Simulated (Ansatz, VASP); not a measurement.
Two plane-wave programs on Ti2B2Os

The input INCAR:

```
SYSTEM = Ti2B2Os
PREC = Accurate
ENCUT = 600
EDIFF = 1E-6
ISMEAR = 0
SIGMA = 0.1
LREAL = .False.
LASPH = .True.
NELM = 60
ALGO = Normal
ISIF = 3
LWAVE = .False.
LCHARG = .False.
GGA = PE
IBRION = 2
NSW = 90
EDIFFG = -0.04
```

KPOINTS

```
Automatic mesh
0
Gamma
  6 6 4
  0 0 0
```

The input POSCAR:

```
Ti2B2Os
1.0
    3.3253943400      0.0000000000      0.0000000000
    0.0000000000      3.3253943400      0.0000000000
    0.0000000000      0.0000000000      5.9558396800
Ti B Os
2 2 1
Direct
    0.0000000000      0.5000000000      0.5000000000
    0.5000000000      0.0000000000      0.5000000000
    0.0000000000      0.0000000000      0.3925172800
    0.0000000000      0.0000000000      0.6074827200
    0.0000000000      0.0000000000      0.0000000000
```

Input for Ansatz:

```yaml
crystal:
  lattice:
    - [3.32539434, 0.0, 0.0]
    - [0.0, 3.32539434, 0.0]
    - [0.0, 0.0, 5.95583968]
  atoms:
    - { symbol: Ti, position: [0.0, 0.5, 0.5] }
    - { symbol: Ti, position: [0.5, 0.0, 0.5] }
    - { symbol: B, position: [0.0, 0.0, 0.39251728] }
    - { symbol: B, position: [0.0, 0.0, 0.60748272] }
    - { symbol: Os, position: [0.0, 0.0, 0.0] }
basis:
  ecutwfc: 420
kpoints:
  mp_grid: { grid: [6, 6, 4] }
hamiltonian:
  xc: pbe
scf:
  occupations: { method: gaussian, width: 0.1 }
  lower_state_search: "off"
output:
  forces: true
  stress: true
  eigenvalues: true
relax:
  adjacent_minimum: "off"
  f_tol: 0.04
  max_steps: 70
  cell: { stress_tol: 0.4 }
```

Alike in both runs: task relaxation of cell and atoms; functional PBE; k mesh 6 × 6 × 4; occupations gaussian, width 0.1 eV; no spin polarisation.

```csv
,VASP,Ansatz
version,VASP 6.6.1,Ansatz 0.2.0
potentials or method,"VASP PAW PBE potentials, release 64 (Ti_sv, B, Os), cutoff 600 eV","scalar-relativistic, plane waves, PAW"
valence electrons in the cell,38,46
```

```tsv
	VASP	Ansatz	Ansatz less VASP
gap on the k mesh at the Fermi level, each at its own relaxed structure (eV)	none	none	-
relaxed volume (Å³/atom)	18.62	18.67	+0.049
relaxed cell length with the largest relative difference (Å)	4.132	4.140	+0.0075
```

A gap of «none» marks a metal or a gap that the smearing closes. VASP's potentials hold 38 valence electrons a cell and Ansatz's 46, so a difference there can come from the potentials and not from the codes.

Spin-orbit coupling is off throughout. Noted on VASP's run: the volume moved by over 15 % at a fixed basis, so the end points are rough.
